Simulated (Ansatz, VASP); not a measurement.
**One calculation of Mo, two programs**

```
Mo
1.0
    -1.58022    1.58022    1.58022
     1.58022   -1.58022    1.58022
     1.58022    1.58022   -1.58022
Mo
1
Direct
  0.00000 0.00000 0.00000
```

Alike in both runs: task single point; functional PBE; k mesh 26 × 26 × 26; occupations gaussian, width 0.15 eV; no spin polarisation.

|  | VASP | Ansatz |
| --- | --- | --- |
| version | VASP 6.6.1 | Ansatz 0.2.0 |
| potentials or method | VASP PAW PBE potentials, release 64 (Mo_sv), cutoff 520 eV | scalar-relativistic, plane waves, PAW |
| valence electrons in the cell | 14 | 14 |

|  | VASP | Ansatz | Ansatz less VASP |
| --- | --- | --- | --- |
| gap on the k mesh at the Fermi level (eV) | none | none | - |
| pressure (GPa) | 0.6 | 0.1 | -0.51 |

A gap of «none» marks a metal or a gap that the smearing closes.
